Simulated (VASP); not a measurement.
Runs of VASP 6.6.1 on Ti. The structure is that of space group Im-3m (No. 229), or close to it. The cells are those of the table. 

```csv
cell,gap on the mesh (eV),pressure (GPa)
"a = 2.828 Å, angles 109.1, 109.1, 110.3°, 1 atom",none,-5.5
"a = 2.871 Å, angles 109.1, 109.1, 110.3°, 1 atom",none,(a)
"a = 2.886 Å, angles 108.3, 108.3, 111.9°, 1 atom",none,-10.4
"a = 2.843 Å, angles 110.7, 110.7, 107.0°, 1 atom",none,-6.7
"a = 2.843 Å, angles 108.3, 108.3, 111.9°, 1 atom",none,-6.7
```

Alike in all rows: task single point; level PBEsol; potentials or basis VASP PAW PBE potentials, release 64 (Ti_sv); no spin polarisation; k mesh 20 × 20 × 20; cutoff (eV) 520; smearing gaussian 0.15 eV.

Fill in the values left out.

(a) -9.4.

Caveats: the PAW data sets were made with another functional, which shifts forces and pressure a little.

A gap of «none» marks levels without a gap at the run's occupations.
